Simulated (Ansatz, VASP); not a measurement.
Au in VASP and in Ansatz

File POSCAR:

```
Au
1.0
    0.0000000000      2.0501785562      2.0501785562
    2.0501785562      0.0000000000      2.0501785562
    2.0501785562      2.0501785562      0.0000000000
Au
1
Direct
    0.0000000000      0.0000000000      0.0000000000
```

Contents of INCAR.step1:

```
SYSTEM = Au
PREC = Accurate
ENCUT = 520
ISMEAR = -1
SIGMA = 0.03
LREAL = .False.
LASPH = .True.
NELM = 100
NBANDS = 12
GGA = PE
ALGO = Normal
EDIFF = 1E-4
LWAVE = .True.
LCHARG = .False.
```

Contents of INCAR.step2:

```
SYSTEM = Au
PREC = Accurate
ENCUT = 520
EDIFF = 1E-8
ISMEAR = -1
SIGMA = 0.03
LREAL = .False.
LASPH = .True.
NELM = 100
ALGO = Normal
ISIF = 2
LWAVE = .False.
LCHARG = .False.
METAGGA = R2SCAN
LMIXTAU = .True.
LEFG = .True.
NBANDS = 12
ISTART = 1
```

Contents of KPOINTS:

```
regular mesh
0
Gamma
  14 14 14
  0 0 0
```

Input for Ansatz:

```yaml
crystal:
  lattice:
    - [0.0, 2.0501785562, 2.0501785562]
    - [2.0501785562, 0.0, 2.0501785562]
    - [2.0501785562, 2.0501785562, 0.0]
  atoms:
    - { symbol: Au, position: [0.0, 0.0, 0.0] }
kpoints:
  mp_grid: { grid: [14, 14, 14] }
scf:
  occupations: { method: fermi_dirac, width: 0.03 }
  initial_density: { chi_scale: 0.0 }
hamiltonian:
  xc: r2scan
  pseudopotentials: { kind: paw }
output:
  forces: true
  stress: true
  eigenvalues: true
  efg: { contact_densities: true }
```

Alike in both runs: task electric field gradients; functional r2SCAN; k mesh 14 × 14 × 14; occupations fermi-dirac, width 0.03 eV; no spin polarisation.

|  | VASP | Ansatz |
| --- | --- | --- |
| version | VASP 6.6.1 | Ansatz 0.2.0 |
| potentials or method | VASP PAW PBE potentials, release 64 (Au) | PAW with Ansatz's default frozen-core files, scalar-relativistic |
| plane-wave cutoff (eV) | 520 | 500 |
| valence electrons in the cell | 11 | 19 |

|  | VASP | Ansatz | Ansatz less VASP |
| --- | --- | --- | --- |
| gap on the k mesh at the Fermi level (eV) | none | none | - |
| pressure (GPa) | 3.0 | 2.7 | -0.30 |

VASP's potentials were made for PBE, not for r2SCAN. A gap of «none» marks a metal or a gap that the smearing closes. The functional is the same, so the differences come from potentials, cutoffs and numerics. VASP's potentials hold 11 valence electrons a cell and Ansatz's 19, so a difference there can come from the potentials and not from the codes.

Neither program's run includes spin-orbit coupling.
